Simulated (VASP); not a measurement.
Ga2GeO2: single point with PBE

Crystal: Ga2GeO2.

```
Ga Ge O
1.0
     5.62631    0.00000    0.00000
     0.00000    5.62631    0.00000
     0.00000    0.00000    4.52873
Ga Ge O
4 2 4
Direct
  0.50000 0.23133 0.00000
  0.50000 0.76867 0.00000
  0.76867 0.50000 0.50000
  0.23133 0.50000 0.50000
  0.00000 0.00000 0.75000
  0.00000 0.00000 0.25000
  0.27002 0.50000 0.00000
  0.72998 0.50000 0.00000
  0.50000 0.27002 0.50000
  0.50000 0.72998 0.50000
```

The cell was generated, and may not be a known phase.

```json
{"Program": "VASP 6.6.1", "Task": "single point", "Functional": "PBE", "Potentials or basis": "VASP PAW PBE potentials, release 64 (Ga_d, Ge_d, O)", "Cutoff": "520 eV", "k mesh": "8 × 8 × 8", "Occupations": "gaussian, width 0.1 eV", "Spin": "no spin polarisation", "Dipole correction": "no", "Further INCAR settings": "ALGO = Normal; EDIFF = 1e-06; NBANDS = 63"}
```

```yaml
Pressure: 0.3 GPa
Largest_force: 0.096 eV/Å
Band_gap_on_the_k_mesh: zero (bands 52 and 53 overlap by 1.87 eV)
```

Forces in eV/Å, atoms in the order of the input:
```
Ga   0.000 -0.096  0.000
Ga   0.000  0.096  0.000
Ga   0.096  0.000  0.000
Ga  -0.096  0.000  0.000
Ge   0.000  0.000  0.000
Ge   0.000  0.000  0.000
O   -0.060  0.000  0.000
O    0.060  0.000  0.000
O    0.000 -0.060  0.000
O    0.000  0.060  0.000
```

Stress tensor (GPa, compression positive):
```
0.44 0.00 0.00
0.00 0.44 0.00
0.00 0.00 0.13
```

Levels at points of the mesh, in eV from the Fermi level:
```tsv
k point	band 49	band 50	band 51	band 52	band 53	band 54	band 55	band 56
(0.00, 0.00, 0.00)	-2.12	-2.12	-1.69	-1.69	-1.58	2.63	2.63	3.55
(0.50, 0.00, 0.00)	-2.67	-1.67	-1.16	-1.07	-0.08	1.91	2.58	3.24
(0.50, 0.50, 0.00)	-2.52	-1.46	-1.46	-0.22	-0.04	-0.04	2.34	3.23
(0.00, 0.00, 0.50)	-1.51	-1.51	-1.48	-1.48	0.45	0.45	3.78	3.78
(0.50, 0.00, 0.50)	-1.59	-0.95	-0.30	-0.14	0.69	2.29	2.90	3.57
(0.50, 0.50, 0.50)	-1.73	-1.73	-0.25	-0.25	2.26	2.26	2.41	2.41
```

Wall time 22 min on 1 thread of Intel Xeon 8259CL (shared host), peak memory 0.61 GiB.
